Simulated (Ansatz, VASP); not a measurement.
Two plane-wave programs on Ta2AlN2

```xyz
5
Lattice="3.7590 0.0000 0.0000 0.0000 3.7590 0.0000 0.0000 0.0000 6.1696" Properties=species:S:1:pos:R:3 pbc="T T T"
Ta    0.0000    1.8795    5.5863
Ta    1.8795    0.0000    0.5833
Al    0.0000    0.0000    3.0848
N     0.0000    0.0000    1.2126
N     0.0000    0.0000    4.9571
```

Alike in both runs: functional PBE; k mesh 4 × 4 × 4; occupations gaussian, width 0.1 eV; no spin polarisation.

Ansatz relaxed the structure, and its values are those at the end. VASP's run is a single point on that final structure, the one shown.

|  | VASP | Ansatz |
| --- | --- | --- |
| version | VASP 6.6.1 | Ansatz 0.2.0 |
| potentials or method | VASP PAW PBE potentials, release 64 (Ta_pv, Al, N), cutoff 520 eV | scalar-relativistic, plane waves, PAW |
| valence electrons in the cell | 35 | 39 |

Ansatz gave:

- gap on the k mesh at the Fermi level (eV): none
- pressure (GPa): 0.0
- rms of the force components (eV/Å): 0.005

Question: Which values does VASP return?

Answer: gap on the k mesh at the Fermi level (eV): none; pressure (GPa): 0.3; rms of the force components (eV/Å): 0.024.

A gap of «none» marks a metal or a gap that the smearing closes. VASP's potentials hold 35 valence electrons a cell and Ansatz's 39, so a difference there can come from the potentials and not from the codes.

The k mesh is coarse, so the values compare programs but aren't converged. Neither program's run includes spin-orbit coupling.
